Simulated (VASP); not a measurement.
A run of VASP 6.6.1 is set up as follows.

File INCAR:

```
  PREC = Accurate
  ENCUT = 520
  EDIFF = 1E-6
  ISMEAR = 0
  SIGMA = 0.1
  LREAL = False
  LASPH = True
  NELM = 100
  ALGO = Normal
  ISIF = 2
  LWAVE = False
  LCHARG = True
  GGA = PE
  LELF = True
  LVHAR = True
  NBANDS = 26
```

The input KPOINTS:

```
Automatic mesh
0
Gamma
  14 14 14
```

File POSCAR:

```
Zr2SiC2
1.0
   -1.5507319045      2.7332455000      3.6282204189
    1.5507319045     -2.7332455000      3.6282204189
    1.5507319045      2.7332455000     -3.6282204189
Zr Si C
2 1 2
Direct
    0.3049573607      0.8049573607      0.5000000000
    0.6950426393      0.1950426393      0.5000000000
    0.0000000000      0.0000000000      0.0000000000
    0.7451173544      0.5000000000      0.2451173544
    0.2548826456      0.5000000000      0.7548826456
```

Potentials or basis: VASP PAW PBE potentials, release 64 (Zr_sv, Si, C).

Run with:

```sh
$ cat potpaw_PBE.64/Zr_sv/POTCAR potpaw_PBE.64/Si/POTCAR potpaw_PBE.64/C/POTCAR > POTCAR
$ mpirun -np 1 vasp_std > vasp.out
```

(1) What does it give for the band gap on the k mesh?

(2) What does it give for the largest force?

(3) Predict the pressure.

Answers

(1) zero (bands 18 and 19 overlap by 1.36 eV).

(2) 0.009 eV/Å.

(3) 0.1 GPa.
